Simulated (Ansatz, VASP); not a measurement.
## Two plane-wave programs on Mo

The input INCAR:

```
SYSTEM = Mo
PREC = Accurate ; ENCUT = 520
EDIFF = 1E-6 ; ISMEAR = 0
SIGMA = 0.05 ; LREAL = .False.
LASPH = .True. ; NELM = 60
ALGO = Normal ; ISIF = 2
LWAVE = .False. ; LCHARG = .True.
GGA = CA ; LELF = .True.
LVHAR = .True. ; NBANDS = 13
```

File KPOINTS:

```
Automatic mesh
0
Gamma
  18 18 18
  0 0 0
```

POSCAR

```
Mo
1.0
   -1.5750000000      1.5750000000      1.5750000000
    1.5750000000     -1.5750000000      1.5750000000
    1.5750000000      1.5750000000     -1.5750000000
Mo
1
Direct
    0.0000000000      0.0000000000      0.0000000000
```

Input for Ansatz:

```yaml
crystal:
  lattice:
    - [-1.575, 1.575, 1.575]
    - [1.575, -1.575, 1.575]
    - [1.575, 1.575, -1.575]
  atoms:
    - { symbol: Mo, position: [0.0, 0.0, 0.0] }
basis:
  ecutwfc: 600
  ecutrho_ratio: 5
kpoints:
  mp_grid: { grid: [18, 18, 18] }
hamiltonian:
  xc: lda
scf:
  occupations: { method: gaussian, width: 0.05 }
output:
  forces: true
  stress: true
  eigenvalues: true
```

Alike in both runs: task single point; functional LDA; k mesh 18 × 18 × 18; occupations gaussian, width 0.05 eV; no spin polarisation.

```csv
,VASP,Ansatz
version,VASP 6.6.1,Ansatz 0.2.0
potentials or method,"VASP PAW LDA potentials, release 64 (Mo_sv), cutoff 520 eV","scalar-relativistic, plane waves, PAW"
valence electrons in the cell,14,14
```

VASP gave:

| Item | Value |
| --- | --- |
| pressure (GPa) | -9.1 |

Task: What did Ansatz give for the same quantities?

Result: Pressure (GPa): -10.1.

LDA's correlation is that of Perdew and Zunger in VASP and of Perdew and Wang (1992) in Ansatz.
